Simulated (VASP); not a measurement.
The system is MnAl3.

```
CELL_PARAMETERS angstrom
0.00000 3.03935 3.03935
3.03935 0.00000 3.03935
3.03935 3.03935 0.00000
ATOMIC_POSITIONS crystal
Al 0.25000 0.25000 0.25000
Al 0.75000 0.75000 0.75000
Al 0.50000 0.50000 0.50000
Mn 0.00000 0.00000 0.00000
```

Base run:

| Property | Result |
| --- | --- |
| Program | VASP 6.6.1 |
| Functional | PBE |
| Potentials or basis | VASP PAW PBE potentials, release 64 (Al, Mn_pv) |
| Cutoff | 520 eV |
| k mesh | 12 × 12 × 12 |
| Occupations | gaussian, width 0.1 eV |
| Spin | collinear spin, ferromagnetic start |
| Starting moments | [0.0, 0.0, 0.0, 0.5] μB |

Its results: pressure 0.0 GPa; site moments Al -0.03; Mn +1.54 μB.

Task: The run is repeated on the same cell with these changes: moments at the start from [0.0, 0.0, 0.0, 0.5] to [-0.02, -0.02, -0.04, 0.75]; fixed moment from none to 0.62 μB. What comes out?

Result: Pressure -1.9 GPa; site moments Al -0.01, -0.02 (each value once); Mn +0.69 μB.

Caveats: the total moment is fixed, so each spin has its own Fermi level (at least some runs).
